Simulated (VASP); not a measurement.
The system is MnSb.

```
CELL_PARAMETERS angstrom
4.15000 0.00000 0.00000
-2.07500 3.59401 0.00000
0.00000 0.00000 5.78000
ATOMIC_POSITIONS crystal
Mn 0.00000 0.00000 0.00000
Mn 0.00000 0.00000 0.50000
Sb 0.33333 0.66667 0.25000
Sb 0.66667 0.33333 0.75000
```

Base run:

```yaml
Program: VASP 6.6.1
Functional: PBE
Potentials_or_basis: VASP PAW PBE potentials, release 64 (Mn_pv, Sb)
Cutoff: 520 eV
k_mesh: 9 × 9 × 6
Occupations: fermi-dirac, width 0.05 eV
Spin: no spin polarisation
```

Its results: band gap on the k mesh zero (bands 18 and 19 overlap by 0.30 eV); pressure -16.1 GPa.

**Question.** The run is repeated on the same cell with these changes: functional from PBE to r2SCAN. What comes out?

**Answer.** Band gap on the k mesh zero (bands 18 and 19 overlap by 0.45 eV); pressure -18.2 GPa.

Caveats: the cell stands under tension; spin-orbit coupling is left out, which moves the levels of the heavy elements; the run has no spin polarisation, though such a crystal can be magnetic; the PAW data sets were made with another functional, which shifts forces and pressure a little (at least some runs).
